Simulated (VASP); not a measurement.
Wanted: the native input for a VASP 6.6.1 run.

| Property | Result |
| --- | --- |
| Task | single point |
| Functional | LDA |
| Potentials or basis | VASP PAW LDA potentials, release 64 (Sb, Pt) |
| Cutoff | 520 eV |
| k mesh | 5 × 5 × 5 |
| Occupations | fermi-dirac, width 0.1 eV |
| Spin | no spin polarisation |
| Dipole correction | no |
| Further INCAR settings | ALGO = Normal; EDIFF = 1e-06; NBANDS = 52 |

The structure of Sb2Pt lies in POSCAR:

```
Sb2Pt
1.0
    6.4216226271      0.0000000000      0.0000000000
    0.0000000000      6.4216226271      0.0000000000
    0.0000000000      0.0000000000      6.4216226271
Sb Pt
8 4
Direct
    0.3744654427      0.3744654427      0.3744654427
    0.1255345573      0.6255345573      0.8744654427
    0.8744654427      0.1255345573      0.6255345573
    0.6255345573      0.8744654427      0.1255345573
    0.6255345573      0.6255345573      0.6255345573
    0.8744654427      0.3744654427      0.1255345573
    0.1255345573      0.8744654427      0.3744654427
    0.3744654427      0.1255345573      0.8744654427
    0.0000000000      0.0000000000      0.0000000000
    0.5000000000      0.0000000000      0.5000000000
    0.5000000000      0.5000000000      0.0000000000
    0.0000000000      0.5000000000      0.5000000000
```

These files were run (other wordings do the same):

INCAR

```
  PREC = Accurate
  ENCUT = 520
  EDIFF = 1E-6
  ISMEAR = -1
  SIGMA = 0.1
  LREAL = F
  LASPH = T
  NELM = 100
  ALGO = Normal
  ISIF = 2
  LWAVE = F
  LCHARG = F
  GGA = CA
  NBANDS = 52
```

KPOINTS

```
regular mesh
0
Gamma
  5 5 5
```

Potentials or basis: VASP PAW LDA potentials, release 64 (Sb, Pt).

Command:

```bash
$ cat potpaw_LDA.64/Sb/POTCAR potpaw_LDA.64/Pt/POTCAR > POTCAR
$ mpirun -np 1 vasp_std > vasp.out
```

Results of the run:

```json
{
  "Pressure": "0.3 GPa",
  "Largest force": "0.036 eV/Å",
  "Band gap on the k mesh": "zero (bands 40 and 41 overlap by 0.09 eV)"
}
```

Caveat: spin-orbit coupling is left out, which moves the levels of the heavy elements.

It took 2.8 min on 1 thread of Oxide Virtual Turin-like Processor (shared host), peak memory 0.28 GiB.
